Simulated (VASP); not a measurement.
CdS (Greenockite):

```
CELL_PARAMETERS angstrom
4.16462 0.00000 0.00000
-2.08231 3.60667 0.00000
0.00000 0.00000 6.76598
ATOMIC_POSITIONS crystal
Cd 0.33333 0.66667 0.99903
Cd 0.66667 0.33333 0.49903
S 0.33333 0.66667 0.37597
S 0.66667 0.33333 0.87597
```

Base run:

| Property | Result |
| --- | --- |
| Program | VASP 6.6.1 |
| Functional | r2SCAN |
| Potentials or basis | VASP PAW PBE potentials, release 64 (Cd, S) |
| Cutoff | 520 eV |
| k mesh | 6 × 6 × 4 |
| Occupations | gaussian, width 0.01 eV |
| Spin | no spin polarisation |

Its results: band gap on the k mesh 1.63 eV, direct; pressure 0.3 GPa.

Question: The run is repeated on the same cell with these changes: functional from r2SCAN to PBE; k mesh from 6 × 6 × 4 to 12 × 12 × 4. What comes out?

Answer: Band gap on the k mesh 1.18 eV, direct; pressure 1.7 GPa.

Several settings changed at once, so the effect can't be laid on one alone.

Caveats: the PAW data sets were made with another functional, which shifts forces and pressure a little (some runs).

A k mesh can miss the band edges.
